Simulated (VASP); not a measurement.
Runs of VASP 6.6.1 on TaN. The structure is that of space group P6_3mc (No. 186), or close to it. The cells are those of the table. 

```tsv
task	level	cell	cutoff (eV)	gap on the mesh (eV)	pressure (GPa)	largest force (eV/Å)
single point	PBE	a = 3.070, b = 3.070, c = 4.973 Å, angles 90.0, 90.0, 120.0°, 4 atoms	520	none	126.0	2.36
single point	r2SCAN	a = 3.126, b = 3.126, c = 6.076 Å, angles 90.0, 90.0, 120.0°, 4 atoms	520	none	3.2	0.04
single point	PBE	a = 2.988, b = 2.988, c = 4.839 Å, angles 90.0, 90.0, 120.0°, 4 atoms	520	none	190.8	2.68
single point	PBE	a = 3.030, b = 3.030, c = 4.907 Å, angles 90.0, 90.0, 120.0°, 4 atoms	520	none	(b)	(a)
relaxation of cell and atoms	r2SCAN	relaxed from a = 3.050, b = 3.050, c = 4.940 Å, angles 90.0, 90.0, 120.0°, 4 atoms	600	none	0.0	-
```

Alike in all rows: potentials or basis VASP PAW PBE potentials, release 64 (Ta_pv, N); no spin polarisation; k mesh 10 × 10 × 6; smearing fermi-dirac 0.05 eV.

Question: Fill in the values left out.

Answer: (a) 2.51; (b) 155.7.

Caveats: spin-orbit coupling is left out, which moves the levels of the heavy elements; forces of over 1 eV/Å act on the atoms, so gaps and moduli don't describe the material at rest (some runs); the PAW data sets were made with another functional, which shifts forces and pressure a little (some runs).

A k mesh can miss the band edges, and the runs leave out spin-orbit coupling on Ta.

A gap of «none» marks levels without a gap at the run's occupations.
